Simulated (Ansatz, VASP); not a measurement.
ScSbSe3: VASP beside Ansatz

```xyz
5
Lattice="5.6296 0.0000 0.0000 -2.8148 4.8754 0.0000 0.0000 0.0000 5.7009" Properties=species:S:1:pos:R:3 pbc="T T T"
Sc    0.0000    0.0000    2.8504
Sb    0.0000    0.0000    0.0000
Se    2.8148    0.0000    2.8504
Se   -1.4074    2.4377    2.8504
Se    1.4074    2.4377    2.8504
```

Alike in both runs: functional PBE; k mesh 6 × 6 × 4; occupations gaussian, width 0.1 eV; no spin polarisation.

Ansatz relaxed the structure, and its values are those at the end. VASP's run is a single point on that final structure, the one shown.

|  | VASP | Ansatz |
| --- | --- | --- |
| version | VASP 6.6.1 | Ansatz 0.2.0 |
| potentials or method | VASP PAW PBE potentials, release 64 (Sc_sv, Sb, Se), cutoff 520 eV | scalar-relativistic, plane waves, PAW |
| valence electrons in the cell | 34 | 74 |

```tsv
	VASP	Ansatz	Ansatz less VASP
gap on the k mesh at the Fermi level (eV)	none	none	-
pressure (GPa)	0.2	0.2	-0.04
```

A gap of «none» marks a metal or a gap that the smearing closes. The functional is the same, so the differences come from potentials, cutoffs and numerics. VASP's potentials hold 34 valence electrons a cell and Ansatz's 74, so a difference there can come from the potentials and not from the codes.

Spin-orbit coupling is off throughout.
